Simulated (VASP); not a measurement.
# ZnCu (Pm-3m) in VASP: a series of runs

The runs below take ZnCu through electric field gradients, single point, with PBEsol.

Program: VASP 6.6.1. These are calculated values, not measurements. Logs are shortened: lines on timing, memory, paths and dates and some standing lists are left out, and cuts for length are marked.

## Step 1: The cell of the first run

Symmetry: Pm-3m, No. 221, cubic system. Conventional cell: a = 2.984 Å, b = 2.984 Å, c = 2.984 Å, α = 90.00°, β = 90.00°, γ = 90.00°. Zn (site symmetry m-3m) has 8 Cu at 2.58 Å and 6 Zn at 2.98 Å within 3.4 Å. Cu (site symmetry m-3m) has 8 Zn at 2.58 Å and 6 Cu at 2.98 Å within 3.4 Å.

## Step 2: Electric field gradients, PBEsol (13.28 Å³/atom)

INCAR reads:

```
SYSTEM = ZnCu
  PREC = Accurate
  ENCUT = 520
  EDIFF = 1E-8
  ISMEAR = -1
  SIGMA = 0.05
  LREAL = .FALSE.
  LASPH = .TRUE.
  NELM = 60
  ALGO = Normal
  ISIF = 2
  LWAVE = .FALSE.
  LCHARG = .FALSE.
  GGA = PS
  LEFG = .TRUE.
  NBANDS = 18
```

KPOINTS reads:

```
Automatic mesh
0
G
  14 14 14
  0 0 0
```

POSCAR reads:

```
ZnCu
1.0
    2.9837544442      0.0000000000      0.0000000000
    0.0000000000      2.9837544442      0.0000000000
    0.0000000000      0.0000000000      2.9837544442
Zn Cu
1 1
Direct
    0.5000000000      0.5000000000      0.5000000000
    0.0000000000      0.0000000000      0.0000000000
```

Potentials or basis: VASP PAW PBE potentials, release 64 (Zn, Cu).

Started as:

```
$ cat potpaw_PBE.64/Zn/POTCAR potpaw_PBE.64/Cu/POTCAR > POTCAR
$ mpirun -np 1 vasp_std > vasp.out
```

OUTCAR:

```text
SYSTEM = ZnCu
   PREC = Accurate
   ENCUT = 520
   EDIFF = 1E-8
   ISMEAR = -1
   LREAL = .FALSE.
   LASPH = .TRUE.
   NELM = 60
   ISIF = 2
   GGA = PS

 ion  position               nearest neighbor table
   1  0.500  0.500  0.500-   2 2.58   2 2.58   2 2.58   2 2.58   2 2.58   2 2.58   2 2.58   2 2.58

   2  0.000  0.000  0.000-   1 2.58   1 2.58   1 2.58   1 2.58   1 2.58   1 2.58   1 2.58   1 2.58

  LATTYP: Found a simple cubic cell.
 ALAT       =     2.9837544442

  Lattice vectors:

 A1 = (   2.9837544442,   0.0000000000,   0.0000000000)
 A2 = (   0.0000000000,   2.9837544442,   0.0000000000)
 A3 = (   0.0000000000,   0.0000000000,   2.9837544442)

Analysis of symmetry for initial positions (statically):
=====================================================================
 Subroutine PRICEL returns:
 Original cell was already a primitive cell.

 Routine SETGRP: Setting up the symmetry group for a
 simple cubic supercell.

 Subroutine GETGRP returns: Found 48 space group operations
 (whereof 48 operations were pure point group operations)
 out of a pool of 48 trial point group operations.

The static configuration has the point symmetry O_h .

Analysis of symmetry for dynamics (positions and initial velocities):
=====================================================================
 Subroutine PRICEL returns:
 Original cell was already a primitive cell.

 Routine SETGRP: Setting up the symmetry group for a
 simple cubic supercell.

 Subroutine GETGRP returns: Found 48 space group operations
 (whereof 48 operations were pure point group operations)
 out of a pool of 48 trial point group operations.

The dynamic configuration has the point symmetry O_h .

 Subroutine INISYM returns: Found 48 space group operations
 (whereof 48 operations are pure point group operations),
 and found     1 'primitive' translations

----------------------------------------------------------------------------------------

                                     Primitive cell

  volume of cell :      26.5637

  direct lattice vectors                    reciprocal lattice vectors
     2.983754444  0.000000000  0.000000000     0.335148223  0.000000000  0.000000000
     0.000000000  2.983754444  0.000000000     0.000000000  0.335148223  0.000000000
     0.000000000  0.000000000  2.983754444     0.000000000  0.000000000  0.335148223

  length of vectors
     2.983754444  2.983754444  2.983754444     0.335148223  0.335148223  0.335148223

  position of ions in fractional coordinates (direct lattice)
     0.500000000  0.500000000  0.500000000
     0.000000000  0.000000000  0.000000000

  ion indices of the primitive-cell ions
   primitive index   ion index
                 1           1
                 2           2

----------------------------------------------------------------------------------------

 KPOINTS: Automatic mesh

Automatic generation of k-mesh.
 Grid dimensions read from file:
 generate k-points for:   14   14   14

 Generating k-lattice:

  Cartesian coordinates                     Fractional coordinates (reciprocal lattice)
     0.023939159  0.000000000  0.000000000     0.071428571  0.000000000  0.000000000
     0.000000000  0.023939159  0.000000000     0.000000000  0.071428571  0.000000000
     0.000000000  0.000000000  0.023939159     0.000000000  0.000000000  0.071428571

  Length of vectors
     0.023939159  0.023939159  0.023939159

  Shift w.r.t. Gamma in fractional coordinates (k-lattice)
     0.000000000  0.000000000  0.000000000

 Subroutine IBZKPT returns following result:
 ===========================================

 Found    120 irreducible k-points:

 Following reciprocal coordinates:
            Coordinates               Weight
  0.000000  0.000000  0.000000      1.000000
  0.071429  0.000000  0.000000      6.000000
  0.142857  0.000000  0.000000      6.000000
  0.214286  0.000000  0.000000      6.000000
  0.285714  0.000000  0.000000      6.000000
  0.357143  0.000000  0.000000      6.000000
[... 16 lines left out ...]
  0.285714  0.214286  0.000000     24.000000
  0.357143  0.214286  0.000000     24.000000
 [... further k-points ...]
   k-points           NKPTS =    120   k-points in BZ     NKDIM =    120   number of bands    NBANDS=     18
   number of dos      NEDOS =    301   number of ions     NIONS =      2
   total plane-waves  NPLWV =  13824
   dimension x,y,z NGX =    24 NGY =   24 NGZ =   24
   dimension x,y,z NGXF=    48 NGYF=   48 NGZF=   48
   ions per type =               1   1
   NGX,Y,Z   is equivalent  to a cutoff of  13.37, 13.37, 13.37 a.u.
   NGXF,Y,Z  is equivalent  to a cutoff of  26.74, 26.74, 26.74 a.u.
 SYSTEM =  ZnCu
   PREC   = accura    normal or accurate (medium, high low for compatibility)
   ISTART =      0    job   : 0-new  1-cont  2-samecut
   ICHARG =      2    charge: 1-file 2-atom 10-const
   ISPIN  =      1    spin polarized calculation?
   LNONCOLLINEAR =      F non collinear calculations
   LSORBIT =      F    spin-orbit coupling
   LASPH  =      T    aspherical Exc in radial PAW
   ENCUT  =  520.0 eV  38.22 Ry    6.18 a.u.   5.55  5.55  5.55*2*pi/ulx,y,z
   NELM   =     60;   NELMIN=  2; NELMDL= -5     # of ELM steps
   EDIFF  = 0.1E-07   stopping-criterion for ELM
   LREAL  =      F    real-space projection
   EDIFFG = 0.1E-06   stopping-criterion for IOM
   NSW    =      0    number of steps for IOM
   IBRION =     -1    ionic relax: 0-MD 1-quasi-New 2-CG
   NFREE  =      0    steps in history (QN), initial steepest desc. (CG)
   ISIF   =      2    stress and relaxation
   ISYM   =      2    0-nonsym 1-usesym 2-fastsym
   POTIM  = 0.5000    time-step for ionic-motion
   TEBEG  =    0.0;   TEEND  =   0.0 temperature during run
   PSTRESS=    0.0 pullay stress
   NELECT =      23.0000    total number of electrons
   NUPDOWN=      -1.0000    fix difference up-down
   EMIN   =  10.00;   EMAX   =-10.00  energy-range for DOS
   EFERMI =   0.00;   METHOD = LEGACY
   ISMEAR =    -1;   SIGMA  =   0.05  broadening in eV -4-tet -1-fermi 0-gaus
   EFERMI_NEDOS =   21; number of points for ismear=-14 and -15
   IALGO  =     38    algorithm
   IMIX   =      4    mixing-type and parameters
     AMIX     =   0.40;   BMIX     =  1.00
     AMIX_MAG =   1.60;   BMIX_MAG =  1.00
  volume/ion in A,a.u.               =      13.28        89.63
  Fermi-wavevector in a.u.,A,eV,Ry     =   1.560346  2.948627 33.125846  2.434681
  Thomas-Fermi vector in A             =   2.663572
   LORBIT       =      0    0 simple, 1 ext, 2 COOP (PROOUT), +10 PAW based schemes
   GGA     = PS    functional components
   LHFCALC =     F    Hartree Fock is set to
   AEXX    =    0.0000 exact exchange contribution
   IVDW    =     0    specifies the selected vdW correction
   LEPSILON=     F    determine dielectric tensor
   LRPA    =     F    only Hartree local field effects (RPA)
 non-spin polarized calculation
  energy-cutoff  :      520.00
  volume of cell :       26.56
 maximum number of plane-waves:       739
 NGX is ok and might be reduce to    24
   NGX = 11   NGY = 11   NGZ = 11

 number of electron      23.0000039 magnetization

 Free energy of the ion-electron system (eV)
  ---------------------------------------------------
  ext. energy  EPLUGINS =         0.00000000
  ---------------------------------------------------
  free energy    TOTEN  =        -6.05031004 eV

  energy without entropy =       -6.04720257  energy(sigma->0) =       -6.04875631

 E-fermi :   4.9959     XC(G=0): -12.3464

 val. band max:        4.9288971902   @ k =   0.5000   0.5000   0.2143
 cond. band min:       5.0081385504   @ k =   0.4286   0.3571   0.2143
 fundamental gap:      0.0792413602
 Fermi energy:         4.9958722894

 k-point     1 :       0.0000    0.0000    0.0000
  band No.  band energies     occupation
      1      -5.0674      2.00000
      2      -2.6958      2.00000
      3      -2.6958      2.00000
      4      -2.0597      2.00000
      5      -2.0597      2.00000
      6      -2.0597      2.00000
[... 10 lines left out ...]
     17      16.6324      0.00000
     18      28.0462      0.00000
[... 463 lines left out ...]
 k-point    24 :       0.3571    0.2143    0.0000
  band No.  band energies     occupation
      1      -2.8155      2.00000
      2      -2.5192      2.00000
      3      -2.2881      2.00000
      4      -2.2140      2.00000
      5      -2.1078      2.00000
      6      -1.5500      2.00000
[... 10 lines left out ...]
     17      20.3271      0.00000
     18      21.3363      0.00000

 [... further k-points ...]

------------------------ aborting loop because EDIFF is reached ----------------------------------------

  FORCE on cell =-STRESS in cart. coord.  units (eV):
  Direction    XX          YY          ZZ          XY          YZ          ZX
  --------------------------------------------------------------------------------------
  -------------------------------------------------------------------------------------
  Total       -1.3534618     -1.3534618     -1.3534618     -0.0000000      0.0000000      0.0000000
  in kB      -81.6333020    -81.6333020    -81.6333020     -0.0000000      0.0000000      0.0000000
  external PRESSURE =     -81.6333020 kB  Pullay stress =       0.0000000 kB

 VOLUME and BASIS-vectors are now :
 -----------------------------------------------------------------------------
  energy-cutoff  :      520.00
  volume of cell :       26.56
      direct lattice vectors                 reciprocal lattice vectors
     2.983754444  0.000000000  0.000000000     0.335148223  0.000000000  0.000000000
     0.000000000  2.983754444  0.000000000     0.000000000  0.335148223  0.000000000
     0.000000000  0.000000000  2.983754444     0.000000000  0.000000000  0.335148223

 POSITION                                       TOTAL-FORCE (eV/Angst)
 -----------------------------------------------------------------------------------
      1.49188      1.49188      1.49188         0.000000      0.000000      0.000000
      0.00000      0.00000      0.00000         0.000000      0.000000      0.000000
 -----------------------------------------------------------------------------------
    total drift:                                0.000000      0.000000     -0.000000

  FREE ENERGIE OF THE ION-ELECTRON SYSTEM (eV)
  ---------------------------------------------------
  free  energy   TOTEN  =        -6.0503100436 eV

  energy  without entropy=       -6.0472025672  energy(sigma->0) =       -6.04875631

 Electric field gradients (V/A^2)
---------------------------------------------------------------------
 ion       V_xx      V_yy      V_zz      V_xy      V_xz      V_yz
---------------------------------------------------------------------
   1       0.000     0.000    -0.000     0.000    -0.000    -0.000
   2      -0.000    -0.000    -0.000    -0.000    -0.000    -0.000
---------------------------------------------------------------------

 Electric field gradients after diagonalization (V/A^2)
 (convention: |V_zz| > |V_xx| > |V_yy|)
----------------------------------------------------------------------
 ion       V_xx      V_yy      V_zz     asymmetry (V_yy - V_xx)/ V_zz
----------------------------------------------------------------------
   1       0.000     0.000    -0.000       0.036
   2      -0.000    -0.000    -0.000      -0.040
----------------------------------------------------------------------

           NMR quadrupolar parameters

 Cq : quadrupolar parameter    Cq=e*Q*V_zz/h
 eta: asymmetry parameters     (V_yy - V_xx)/ V_zz
 Q  : nuclear electric quadrupole moment in mb (millibarn)
----------------------------------------------------------------------
 ion       Cq(MHz)       eta       Q (mb)
----------------------------------------------------------------------
   1      -0.000       0.036       1.000
   2      -0.000      -0.040       1.000
----------------------------------------------------------------------
```

It took 23 s on 1 thread of Intel Xeon Platinum 8488C (Sapphire Rapids), shared host; peak memory 0.18 GiB.

Results:

* Free energy: -6.0503 eV
* Pressure: -8.2 GPa
* Band gap on the k mesh: zero (an odd number of electrons rules out a gap without spin polarisation)
* Largest electric field gradient by atom: zero within the noise of the run

Caveat: the cell stands under tension; the PAW data sets were made with another functional, which shifts forces and pressure a little.

[end of part 1 of 2]
